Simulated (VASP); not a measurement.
# Mo2W3 (R-3m) in VASP: a series of runs

The runs below take Mo2W3 through single point, relaxation of cell and atoms, with PBE.

Program: VASP 6.6.1. These are calculated values, not measurements. Logs are shortened: lines on timing, memory, paths and dates and some standing lists are left out, and cuts for length are marked.

## (1) The cell of the first run

It takes space group R-3m (No. 166, trigonal). Conventional cell: a = 4.481 Å, b = 4.481 Å, c = 13.795 Å, α = 90.00°, β = 90.00°, γ = 120.00°. Within 3.6 Å of Mo (site symmetry 3m) lie 10 W at 2.75 to 3.18 Å and 4 Mo at 2.76 to 3.17 Å. Within 3.6 Å of W (site symmetry 3m) lie 7 Mo at 2.75 to 3.18 Å and 7 W at 2.75 to 3.17 Å. Within 3.6 Å of W (site symmetry -3m) lie 6 Mo at 2.75 Å and 8 W at 2.76 to 3.17 Å.

## (2) Single point, PBE

Input file INCAR:

```
ALGO     = Normal         # electronic algorithm
EDIFF    = 1E-7           # SCF threshold, eV
ENCUT    = 520            # plane-wave cutoff, eV
GGA      = PE             # functional
ISIF     = 2              # what is computed and relaxed
ISMEAR   = 0              # smearing method
LASPH    = True           # aspherical terms in the spheres
LCHARG   = True           # write CHGCAR
LELF     = True           # ELF
LREAL    = False          # projectors in reciprocal space
LVHAR    = True         
LWAVE    = False          # write WAVECAR
NBANDS   = 43             # bands
NELM     = 60             # most SCF steps
PREC     = Accurate       # precision mode
SIGMA    = 0.2            # smearing width, eV
```

Input file KPOINTS:

```
k-points
0
Gamma
  4 4 4
```

Input file POSCAR:

```
Mo2W3
1.0
    2.2403530174      1.2934684160      4.5984995887
   -2.2403530174      1.2934684160      4.5984995887
    0.0000000000     -2.5869368370      4.5984995873
Mo W
2 3
Direct
    0.6000776292      0.6000776292      0.6000776292
    0.3999223708      0.3999223708      0.3999223708
    0.2000606484      0.2000606484      0.2000606484
    0.0000000000      0.0000000000      0.0000000000
    0.7999393516      0.7999393516      0.7999393516
```

Potentials or basis: VASP PAW PBE potentials, release 64 (Mo_sv, W_sv).

Run with:

```bash
cat potpaw_PBE.64/Mo_sv/POTCAR potpaw_PBE.64/W_sv/POTCAR > POTCAR
mpirun -np 1 vasp_std > vasp.out
```

OUTCAR:

```text
EDIFF = 1E-7
   ENCUT = 520
   GGA = PE
   ISIF = 2
   ISMEAR = 0
   LASPH = True
   LREAL = False
   NELM = 60
   PREC = Accurate

 ion  position               nearest neighbor table
   1  0.600  0.600  0.600-   4 2.75   4 2.75   4 2.75   3 2.75   3 2.75   3 2.75   5 2.76   2 2.76
                             2 3.17   2 3.17   2 3.17   5 3.18   5 3.18   5 3.18
   2  0.400  0.400  0.400-   4 2.75   4 2.75   4 2.75   5 2.75   5 2.75   5 2.75   3 2.76   1 2.76
                             1 3.17   1 3.17   1 3.17   3 3.18   3 3.18   3 3.18
   3  0.200  0.200  0.200-   1 2.75   1 2.75   1 2.75   5 2.75   5 2.75   5 2.75   2 2.76   4 2.76
                             4 3.17   4 3.17   4 3.17   2 3.18   2 3.18   2 3.18
   4  0.000  0.000  0.000-   1 2.75   2 2.75   1 2.75   1 2.75   2 2.75   2 2.75   5 2.76   3 2.76
                             5 3.17   3 3.17   5 3.17   3 3.17   5 3.17   3 3.17
   5  0.800  0.800  0.800-   2 2.75   2 2.75   2 2.75   3 2.75   3 2.75   3 2.75   1 2.76   4 2.76
                             4 3.17   4 3.17   4 3.17   1 3.18   1 3.18   1 3.18

  LATTYP: Found a trigonal (rhomboedric) cell.
 ALAT       =     5.2762146140
 COS(alpha) =     0.6394064089

  Lattice vectors:

 A1 = (   2.2403530174,   1.2934684160,   4.5984995887)
 A2 = (  -2.2403530174,   1.2934684160,   4.5984995887)
 A3 = (   0.0000000000,  -2.5869368370,   4.5984995873)

Analysis of symmetry for initial positions (statically):
=====================================================================
 Subroutine PRICEL returns:
 Original cell was already a primitive cell.

 Routine SETGRP: Setting up the symmetry group for a
 trigonal (rhombohedral) supercell.

 Subroutine GETGRP returns: Found 12 space group operations
 (whereof 12 operations were pure point group operations)
 out of a pool of 12 trial point group operations.

The static configuration has the point symmetry D_3d.

Analysis of symmetry for dynamics (positions and initial velocities):
=====================================================================
 Subroutine PRICEL returns:
 Original cell was already a primitive cell.

 Routine SETGRP: Setting up the symmetry group for a
 trigonal (rhombohedral) supercell.

 Subroutine GETGRP returns: Found 12 space group operations
 (whereof 12 operations were pure point group operations)
 out of a pool of 12 trial point group operations.

The dynamic configuration has the point symmetry D_3d.

 Subroutine INISYM returns: Found 12 space group operations
 (whereof 12 operations are pure point group operations),
 and found     1 'primitive' translations

----------------------------------------------------------------------------------------
[... 92 lines left out ...]
   NFREE  =      0    steps in history (QN), initial steepest desc. (CG)
   ISIF   =      2    stress and relaxation
   ISYM   =      2    0-nonsym 1-usesym 2-fastsym
   POTIM  = 0.5000    time-step for ionic-motion
   TEBEG  =    0.0;   TEEND  =   0.0 temperature during run
   PSTRESS=    0.0 pullay stress
   NELECT =      70.0000    total number of electrons
   NUPDOWN=      -1.0000    fix difference up-down
   EMIN   =  10.00;   EMAX   =-10.00  energy-range for DOS
   EFERMI =   0.00;   METHOD = LEGACY
   ISMEAR =     0;   SIGMA  =   0.20  broadening in eV -4-tet -1-fermi 0-gaus
   EFERMI_NEDOS =   21; number of points for ismear=-14 and -15
   IALGO  =     38    algorithm
   IMIX   =      4    mixing-type and parameters
     AMIX     =   0.40;   BMIX     =  1.00
     AMIX_MAG =   1.60;   BMIX_MAG =  1.00
  volume/ion in A,a.u.               =      15.99       107.91
  Fermi-wavevector in a.u.,A,eV,Ry     =   1.566129  2.959555 33.371839  2.452761
  Thomas-Fermi vector in A             =   2.668503
   LORBIT       =      0    0 simple, 1 ext, 2 COOP (PROOUT), +10 PAW based schemes
   GGA     = PE    functional components
   LHFCALC =     F    Hartree Fock is set to
   AEXX    =    0.0000 exact exchange contribution
   IVDW    =     0    specifies the selected vdW correction
   LEPSILON=     F    determine dielectric tensor
   LRPA    =     F    only Hartree local field effects (RPA)
 non-spin polarized calculation
 Gauss-broadening in eV      SIGMA  =   0.20
  energy-cutoff  :      520.00
  volume of cell :       79.95
 maximum number of plane-waves:      2164
   NGX = 19   NGY = 19   NGZ = 19

 number of electron      70.0000000 magnetization

 Free energy of the ion-electron system (eV)
  ---------------------------------------------------
  ext. energy  EPLUGINS =         0.00000000
  ---------------------------------------------------
  free energy    TOTEN  =       -60.85480356 eV

  energy without entropy =      -60.81295777  energy(sigma->0) =      -60.83388066

 E-fermi :  11.6791     XC(G=0): -13.4629

 val. band max:       11.6410314935   @ k =   0.5000   0.2500   0.2500
 cond. band min:      11.7114289012   @ k =   0.5000   0.0000  -0.0000
 fundamental gap:      0.0703974078
 Fermi energy:        11.6790987957

 k-point     1 :       0.0000    0.0000    0.0000
  band No.  band energies     occupation
      1     -62.4906      2.00000
      2     -62.4211      2.00000
      3     -62.3498      2.00000
      4     -49.3835      2.00000
      5     -49.3072      2.00000
      6     -27.0093      2.00000
[... 587 lines left out ...]
     42      14.2063      0.00000
     43      14.6500      0.00000

------------------------ aborting loop because EDIFF is reached ----------------------------------------

  FORCE on cell =-STRESS in cart. coord.  units (eV):
  Direction    XX          YY          ZZ          XY          YZ          ZX
  --------------------------------------------------------------------------------------
  -------------------------------------------------------------------------------------
  Total        0.2348166      0.2348166      0.4420367      0.0000000     -0.0000000      0.0000000
  in kB        4.7054330      4.7054330      8.8578688      0.0000000     -0.0000000      0.0000000
  external PRESSURE =       6.0895783 kB  Pullay stress =       0.0000000 kB

 VOLUME and BASIS-vectors are now :
 -----------------------------------------------------------------------------
  energy-cutoff  :      520.00
  volume of cell :       79.95
      direct lattice vectors                 reciprocal lattice vectors
     2.240353017  1.293468416  4.598499589     0.223179113  0.128852521  0.072487412
    -2.240353017  1.293468416  4.598499589    -0.223179113  0.128852521  0.072487412
     0.000000000 -2.586936837  4.598499587     0.000000000 -0.257705042  0.072487412

 POSITION                                       TOTAL-FORCE (eV/Angst)
 -----------------------------------------------------------------------------------
      0.00000     -0.00000      8.27837         0.000000      0.000000     -0.013494
      0.00000     -0.00000      5.51713         0.000000     -0.000000      0.013494
      0.00000     -0.00000      2.75994         0.000000     -0.000000      0.009278
      0.00000      0.00000      0.00000        -0.000000      0.000000      0.000000
      0.00000     -0.00000     11.03556         0.000000      0.000000     -0.009278
 -----------------------------------------------------------------------------------
    total drift:                                0.000000     -0.000000      0.000000

  FREE ENERGIE OF THE ION-ELECTRON SYSTEM (eV)
  ---------------------------------------------------
  free  energy   TOTEN  =       -60.8548035562 eV

  energy  without entropy=      -60.8129577689  energy(sigma->0) =      -60.83388066
```

OSZICAR:

```text
N       E                     dE             d eps       ncg     rms          rms(c)
DAV:   1     0.938011636814E+03    0.93801E+03   -0.40658E+04  1118   0.186E+03
DAV:   2    -0.564340290791E+01   -0.94366E+03   -0.92465E+03  1173   0.595E+02
DAV:   3    -0.623231188193E+02   -0.56680E+02   -0.54531E+02  1321   0.139E+02
DAV:   4    -0.640182635945E+02   -0.16951E+01   -0.16688E+01  1369   0.216E+01
DAV:   5    -0.640556320893E+02   -0.37368E-01   -0.37199E-01  1345   0.305E+00    0.404E+01
DAV:   6    -0.614483257366E+02    0.26073E+01   -0.47006E+00  1255   0.141E+01    0.145E+01
DAV:   7    -0.609244331810E+02    0.52389E+00   -0.20766E+00  1324   0.861E+00    0.191E+00
DAV:   8    -0.608748656568E+02    0.49568E-01   -0.39991E-01  1444   0.290E+00    0.155E+00
DAV:   9    -0.608559069593E+02    0.18959E-01   -0.65063E-02  1410   0.142E+00    0.442E-01
DAV:  10    -0.608549002075E+02    0.10068E-02   -0.71992E-03  1484   0.664E-01    0.219E-01
DAV:  11    -0.608548151250E+02    0.85082E-04   -0.10961E-03  1616   0.249E-01    0.920E-02
DAV:  12    -0.608548046182E+02    0.10507E-04   -0.10556E-04  1212   0.713E-02    0.181E-02
DAV:  13    -0.608548047801E+02   -0.16188E-06   -0.65857E-06  1352   0.184E-02    0.789E-03
DAV:  14    -0.608548037648E+02    0.10153E-05   -0.10473E-06  1284   0.681E-03    0.136E-03
DAV:  15    -0.608548036092E+02    0.15565E-06   -0.13740E-07   971   0.263E-03    0.122E-03
DAV:  16    -0.608548035562E+02    0.52987E-07   -0.20471E-08   676   0.120E-03
   1 F= -.60854804E+02 E0= -.60833881E+02  d E =-.418458E-01
```

It took 43 s on 1 thread of AMD EPYC 9R45 (Zen 5), shared host; peak memory 0.22 GiB.

Results:

| Property | Result |
| --- | --- |
| Free energy | -60.8548 eV |
| Pressure | 0.6 GPa |
| Largest force | 0.013 eV/Å |
| Band gap on the k mesh | zero (bands 35 and 36 overlap by 2.88 eV) |

Forces in eV/Å, atoms in the order of the input:
```
Mo   0.000  0.000 -0.013
Mo   0.000  0.000  0.013
W    0.000  0.000  0.009
W    0.000  0.000  0.000
W    0.000  0.000 -0.009
```

Caveat: the k points lie up to 0.42 Å⁻¹ apart, too coarse for converged energies and pressures of a metal; spin-orbit coupling is left out, which moves the levels of the heavy elements.

## (3) Relaxation of cell and atoms, PBE

This run uses another cell than the first one, of 16.38 Å³/atom.

Input file INCAR:

```
ALGO = Normal
EDIFF = 1E-6
EDIFFG = -0.08
ENCUT = 600
GGA = PE
IBRION = 2
ISIF = 3
ISMEAR = 0
LASPH = True
LCHARG = False
LREAL = False
LWAVE = False
NELM = 100
NSW = 36
PREC = Accurate
SIGMA = 0.2
```

KPOINTS is that of step 2.

Input file POSCAR:

```
Mo2W3
1.0
    2.2625000000      1.3062549800      4.6186666700
   -2.2625000000      1.3062549800      4.6186666700
    0.0000000000     -2.6125099700      4.6186666700
Mo W
2 3
Direct
    0.6000000000      0.6000000000      0.6000000000
    0.4000000000      0.4000000000      0.4000000000
    0.2000000000      0.2000000000      0.2000000000
    0.0000000000      0.0000000000      0.0000000000
    0.8000000000      0.8000000000      0.8000000000
```

Potentials or basis: VASP PAW PBE potentials, release 64 (Mo_sv, W_sv).

Run with:

```bash
cat potpaw_PBE.64/Mo_sv/POTCAR potpaw_PBE.64/W_sv/POTCAR > POTCAR
mpirun -np 1 vasp_std > vasp.out
```

It took 1.8 min on 1 thread of AMD EPYC 9R45 (Zen 5), shared host; peak memory 0.26 GiB.

It converged, with:

```
Free energy                           : -60.8560 eV
Relaxed volume                        : 16.03 Å³/atom
Relaxed cell                          : a = 5.272 Å, b = 5.272 Å, c = 5.272 Å, α = 50.41°, β = 50.41°, γ = 50.41°
Space group after relaxing (to 0.1 Å) : R-3m (No. 166)
Energy gained by relaxing             : 7.0 meV/atom
Ionic steps                           : 3
Pressure after relaxing               : -0.1 GPa
Largest force after relaxing          : 0.021 eV/Å
Band gap on the k mesh                : zero (bands 35 and 36 overlap by 2.91 eV)
```

Forces in eV/Å, atoms in the order of the input:
```
Mo   0.000  0.000  0.011
Mo   0.000  0.000 -0.011
W    0.000  0.000  0.021
W    0.000  0.000  0.000
W    0.000  0.000 -0.021
```

Stress tensor (GPa, compression positive):
```
-0.50  0.00  0.00
 0.00 -0.50  0.00
 0.00  0.00  0.64
```

Step by step:
| step | energy change (eV) | largest force (eV/Å) | pressure (GPa) | volume (Å³) |
| --- | --- | --- | --- | --- |
| 1 | 0.0000 | 0.0308 | -6.13 | 81.90 |
| 2 | 0.3408 | 0.1541 | 23.70 | 74.69 |
| 3 | -0.0352 | 0.0206 | -0.12 | 80.15 |

Final structure:
```
Mo W
1.0
     2.24505    1.29618    4.59071
    -2.24505    1.29618    4.59071
     0.00000   -2.59236    4.59071
Mo W
2 3
Direct
  0.60002 0.60002 0.60002
  0.39998 0.39998 0.39998
  0.19999 0.19999 0.19999
  0.00000 0.00000 0.00000
  0.80001 0.80001 0.80001
```

Levels at points of the mesh, in eV from the Fermi level:
```csv
k point,band 33,band 34,band 35,band 36,band 37,band 38
"(0.00, 0.00, 0.00)",-1.83,-1.27,-1.27,-1.23,1.94,1.94
"(0.50, 0.00, 0.00)",-1.73,-1.65,-0.18,0.07,0.98,1.36
"(0.50, 0.50, 0.00)",-1.10,-0.93,0.33,0.66,1.01,1.67
"(0.50, 0.50, 0.50)",-2.28,-2.28,1.67,1.71,1.71,1.81
```

Caveat: the k points lie up to 0.42 Å⁻¹ apart in the final cell, too coarse for converged energies and pressures of a metal; spin-orbit coupling is left out, which moves the levels of the heavy elements.

The gap in the log of VASP goes by the Fermi energy; the results here count the filled bands.